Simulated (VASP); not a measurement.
# Rh (Im-3m) in VASP: notebook, part 2 of 2

VASP 6.6.1. Earlier steps stand in the parts before.

## (4) Relaxation of cell and atoms, LDA

Input file INCAR:

```
SYSTEM = Rh
  PREC = Accurate
  ENCUT = 500
  EDIFF = 1E-7
  ISMEAR = 0
  SIGMA = 0.1
  LREAL = .False.
  LASPH = .True.
  NELM = 120
  ALGO = Normal
  ISIF = 3
  LWAVE = .False.
  LCHARG = .False.
  IBRION = 2
  NSW = 100
  EDIFFG = -0.002
  GGA_COMPAT = .False.
  NELMIN = 4
```

Input file KPOINTS:

```
regular mesh
0
Gamma
  20 20 20
  0 0 0
```

Input file POSCAR:

```
Rh
1.0
   -1.5110298079      1.5110298079      1.5110298079
    1.5110298079     -1.5110298079      1.5110298079
    1.5110298079      1.5110298079     -1.5110298079
Rh
1
Direct
    0.0000000000      0.0000000000      0.0000000000
```

Potentials or basis: VASP PAW LDA potentials, release 64 (Rh_pv).

The run is started by

```sh
> cat potpaw_LDA.64/Rh_pv/POTCAR > POTCAR
> mpirun -np 1 vasp_std > vasp.out
```

OUTCAR:

```text
SYSTEM = Rh
   PREC = Accurate
   ENCUT = 500
   EDIFF = 1E-7
   ISMEAR = 0
   LREAL = .False.
   LASPH = .True.
   NELM = 120
   ISIF = 3
   IBRION = 2
   NSW = 100
   EDIFFG = -0.002
   NELMIN = 4

 ion  position               nearest neighbor table
   1  0.000  0.000  0.000-

  LATTYP: Found a body centered cubic cell.
 ALAT       =     3.0220596158

  Lattice vectors:

 A1 = (  -1.5110298079,   1.5110298079,   1.5110298079)
 A2 = (   1.5110298079,  -1.5110298079,   1.5110298079)
 A3 = (   1.5110298079,   1.5110298079,  -1.5110298079)

Analysis of symmetry for initial positions (statically):
=====================================================================
 Subroutine PRICEL returns:
 Original cell was already a primitive cell.

 Routine SETGRP: Setting up the symmetry group for a
 body centered cubic supercell.

 Subroutine GETGRP returns: Found 48 space group operations
 (whereof 48 operations were pure point group operations)
 out of a pool of 48 trial point group operations.

The static configuration has the point symmetry O_h .

Analysis of symmetry for dynamics (positions and initial velocities):
=====================================================================
 Subroutine PRICEL returns:
 Original cell was already a primitive cell.

 Routine SETGRP: Setting up the symmetry group for a
 body centered cubic supercell.

 Subroutine GETGRP returns: Found 48 space group operations
 (whereof 48 operations were pure point group operations)
 out of a pool of 48 trial point group operations.

The dynamic configuration has the point symmetry O_h .

 Subroutine INISYM returns: Found 48 space group operations
 (whereof 48 operations are pure point group operations),
 and found     1 'primitive' translations

----------------------------------------------------------------------------------------

                                     Primitive cell

  volume of cell :      13.8000

  direct lattice vectors                    reciprocal lattice vectors
    -1.511029808  1.511029808  1.511029808     0.000000000  0.330900157  0.330900157
     1.511029808 -1.511029808  1.511029808     0.330900157  0.000000000  0.330900157
     1.511029808  1.511029808 -1.511029808     0.330900157  0.330900157  0.000000000

  length of vectors
     2.617180399  2.617180399  2.617180399     0.467963489  0.467963489  0.467963489

  position of ions in fractional coordinates (direct lattice)
     0.000000000  0.000000000  0.000000000

  ion indices of the primitive-cell ions
   primitive index   ion index
                 1           1

----------------------------------------------------------------------------------------

 KPOINTS: regular mesh

Automatic generation of k-mesh.
 Grid dimensions read from file:
 generate k-points for:   20   20   20

 Generating k-lattice:

  Cartesian coordinates                     Fractional coordinates (reciprocal lattice)
     0.000000000  0.016545008  0.016545008     0.050000000  0.000000000  0.000000000
     0.016545008  0.000000000  0.016545008     0.000000000  0.050000000  0.000000000
     0.016545008  0.016545008  0.000000000     0.000000000  0.000000000  0.050000000

  Length of vectors
     0.023398174  0.023398174  0.023398174

  Shift w.r.t. Gamma in fractional coordinates (k-lattice)
[... 39 lines left out ...]
   ions per type =               1
   NGX,Y,Z   is equivalent  to a cutoff of  12.70, 12.70, 12.70 a.u.
   NGXF,Y,Z  is equivalent  to a cutoff of  25.41, 25.41, 25.41 a.u.
 SYSTEM =  Rh
   PREC   = accura    normal or accurate (medium, high low for compatibility)
   ISTART =      0    job   : 0-new  1-cont  2-samecut
   ICHARG =      2    charge: 1-file 2-atom 10-const
   ISPIN  =      1    spin polarized calculation?
   LNONCOLLINEAR =      F non collinear calculations
   LSORBIT =      F    spin-orbit coupling
   LASPH  =      T    aspherical Exc in radial PAW
   ENCUT  =  500.0 eV  36.75 Ry    6.06 a.u.   4.77  4.77  4.77*2*pi/ulx,y,z
   NELM   =    120;   NELMIN=  4; NELMDL= -5     # of ELM steps
   EDIFF  = 0.1E-06   stopping-criterion for ELM
   LREAL  =      F    real-space projection
   EDIFFG = -.2E-02   stopping-criterion for IOM
   NSW    =    100    number of steps for IOM
   IBRION =      2    ionic relax: 0-MD 1-quasi-New 2-CG
   NFREE  =      1    steps in history (QN), initial steepest desc. (CG)
   ISIF   =      3    stress and relaxation
   ISYM   =      2    0-nonsym 1-usesym 2-fastsym
   POTIM  = 0.5000    time-step for ionic-motion
   TEBEG  =    0.0;   TEEND  =   0.0 temperature during run
   PSTRESS=    0.0 pullay stress
   NELECT =      15.0000    total number of electrons
   NUPDOWN=      -1.0000    fix difference up-down
   EMIN   =  10.00;   EMAX   =-10.00  energy-range for DOS
   EFERMI =   0.00;   METHOD = LEGACY
   ISMEAR =     0;   SIGMA  =   0.10  broadening in eV -4-tet -1-fermi 0-gaus
   EFERMI_NEDOS =   21; number of points for ismear=-14 and -15
   IALGO  =     38    algorithm
   IMIX   =      4    mixing-type and parameters
     AMIX     =   0.40;   BMIX     =  1.00
     AMIX_MAG =   1.60;   BMIX_MAG =  1.00
  volume/ion in A,a.u.               =      13.80        93.13
  Fermi-wavevector in a.u.,A,eV,Ry     =   1.683238  3.180859 38.549258  2.833291
  Thomas-Fermi vector in A             =   2.766475
   LORBIT       =      0    0 simple, 1 ext, 2 COOP (PROOUT), +10 PAW based schemes
   GGA     = CA    functional components
   LHFCALC =     F    Hartree Fock is set to
   AEXX    =    0.0000 exact exchange contribution
   IVDW    =     0    specifies the selected vdW correction
   LEPSILON=     F    determine dielectric tensor
   LRPA    =     F    only Hartree local field effects (RPA)
 conjugate gradient relaxation of ions
 non-spin polarized calculation
 Gauss-broadening in eV      SIGMA  =   0.10
  energy-cutoff  :      500.00
  volume of cell :       13.80
 maximum number of plane-waves:       370
   NGX =  9   NGY =  9   NGZ =  9

--------------------------------------- Ionic step        1  -------------------------------------------

 number of electron      14.9999993 magnetization

 Free energy of the ion-electron system (eV)
  ---------------------------------------------------
  ext. energy  EPLUGINS =         0.00000000
  ---------------------------------------------------
  free energy    TOTEN  =        -8.28852445 eV

  energy without entropy =       -8.27540628  energy(sigma->0) =       -8.28196537

------------------------ aborting loop because EDIFF is reached ----------------------------------------

  FORCE on cell =-STRESS in cart. coord.  units (eV):
  Direction    XX          YY          ZZ          XY          YZ          ZX
  --------------------------------------------------------------------------------------
  -------------------------------------------------------------------------------------
  Total       -0.3055467     -0.3055467     -0.3055467      0.0000000     -0.0000000      0.0000000
  in kB      -35.4739078    -35.4739078    -35.4739078      0.0000000     -0.0000000      0.0000000
  external PRESSURE =     -35.4739078 kB  Pullay stress =       0.0000000 kB
[... 127 lines left out ...]
--------------------------------------- Ionic step        5  -------------------------------------------

 number of electron      14.9999994 magnetization

 Free energy of the ion-electron system (eV)
  ---------------------------------------------------
  ext. energy  EPLUGINS =         0.00000000
  ---------------------------------------------------
  free energy    TOTEN  =        -8.29047292 eV

  energy without entropy =       -8.27755872  energy(sigma->0) =       -8.28401582

 E-fermi :  11.6903     XC(G=0): -14.3939

 val. band max:       11.6839019642   @ k =   0.3500   0.2500   0.0500
 cond. band min:      11.6910002946   @ k =  -0.3000   0.3500   0.0500
 fundamental gap:      0.0070983304
 Fermi energy:        11.6902975197

 k-point     1 :       0.0000    0.0000    0.0000
  band No.  band energies     occupation
      1     -34.1472      2.00000
      2     -34.1472      2.00000
      3     -34.1472      2.00000
      4       3.7804      2.00000
      5       8.6445      2.00000
      6       8.6445      2.00000
      7       8.6445      2.00000
      8      11.2315      2.00000
      9      11.2315      2.00000
     10      30.1467      0.00000
     11      30.1467      0.00000
[... 309 lines left out ...]
 k-point    24 :       0.2500    0.1000    0.0000
  band No.  band energies     occupation
      1     -34.6774      2.00000
      2     -34.3270      2.00000
      3     -34.1752      2.00000
      4       6.1863      2.00000
      5       7.6151      2.00000
      6       8.8920      2.00000
      7      10.7324      2.00000
      8      11.5312      1.97558
      9      12.0860      0.00000
     10      26.6171      0.00000
     11      28.2650      0.00000

 [... further k-points ...]
[... 5 lines left out ...]
  --------------------------------------------------------------------------------------
  -------------------------------------------------------------------------------------
  Total       -0.0019058     -0.0019058     -0.0019058      0.0000000     -0.0000000     -0.0000000
  in kB       -0.2240651     -0.2240651     -0.2240651      0.0000000     -0.0000000     -0.0000000
  external PRESSURE =      -0.2240651 kB  Pullay stress =       0.0000000 kB
[... 16 lines left out ...]
  FREE ENERGIE OF THE ION-ELECTRON SYSTEM (eV)
  ---------------------------------------------------
  free  energy   TOTEN  =        -8.2904729152 eV

  energy  without entropy=       -8.2775587228  energy(sigma->0) =       -8.28401582

 reached required accuracy - stopping structural energy minimisation
```

CONTCAR:

```text
Rh
   1.00000000000000
    -1.5047172920598575    1.5047172920598575    1.5047172920598575
     1.5047172920598575   -1.5047172920598575    1.5047172920598575
     1.5047172920598575    1.5047172920598575   -1.5047172920598575
  Rh
     1
Direct
     0.0000000000000000    1.0000000000000000    0.0000000000000000

  0.00000000E+00  0.00000000E+00  0.00000000E+00
```

It took 2.8 min on 1 thread of AMD EPYC 7R13, shared host; peak memory 0.12 GiB.

What came out:

| Property | Result |
| --- | --- |
| Free energy | -8.2905 eV |
| Relaxed volume | 13.63 Å³/atom |
| Relaxed cell | a = 2.606 Å, b = 2.606 Å, c = 2.606 Å, α = 109.47°, β = 109.47°, γ = 109.47° |
| Space group after relaxing (to 0.05 Å) | Im-3m (No. 229) |
| Energy gained by relaxing | 1.9 meV/atom |
| Ionic steps | 5 |
| Pressure after relaxing | 0.0 GPa |

Step by step:
```tsv
step	energy change (eV)	largest force (eV/Å)	pressure (GPa)	volume (Å³)
1	0.0000	0.0000	-3.55	13.80
2	0.0109	0.0000	9.99	13.20
3	-0.0019	0.0000	-0.04	13.63
4	-0.0019	0.0000	0.03	13.62
5	-0.0019	0.0000	-0.02	13.63
```

Final structure:
```
Rh
1.0
    -1.50472    1.50472    1.50472
     1.50472   -1.50472    1.50472
     1.50472    1.50472   -1.50472
Rh
1
Cartesian
  1.5047 -1.5047 1.5047
```

Levels at points of the mesh, in eV from the Fermi level:
| k point | band 5 | band 6 | band 7 | band 8 | band 9 | band 10 |
| --- | --- | --- | --- | --- | --- | --- |
| (0.00, 0.00, 0.00) | -3.05 | -3.05 | -3.05 | -0.46 | -0.46 | 18.46 |
| (0.50, 0.00, 0.00) | -4.63 | -0.53 | -0.09 | 1.28 | 1.70 | 9.61 |
| (0.50, 0.50, 0.50) | -6.08 | 1.16 | 1.16 | 1.16 | 9.52 | 9.52 |

## (5) Overview

```tsv
task	cell	k mesh	gap on the mesh (eV)	pressure (GPa)
single point	a = 2.617 Å, angles 109.5°, 1 atom	8 × 8 × 8	none	-3.4
single point	a = 2.604 Å, angles 109.5°, 1 atom	20 × 20 × 20	none	0.8
relaxation of cell and atoms	relaxed from a = 2.617 Å, angles 109.5°, 1 atom	20 × 20 × 20	none	0.0
```

Alike in all rows: level LDA; potentials or basis VASP PAW LDA potentials, release 64 (Rh_pv); no spin polarisation; cutoff (eV) 500; smearing gaussian 0.1 eV.

Caveats: some runs use coarse meshes.

Total energies depend on the potentials used, so only differences within one code and one set of settings carry meaning.
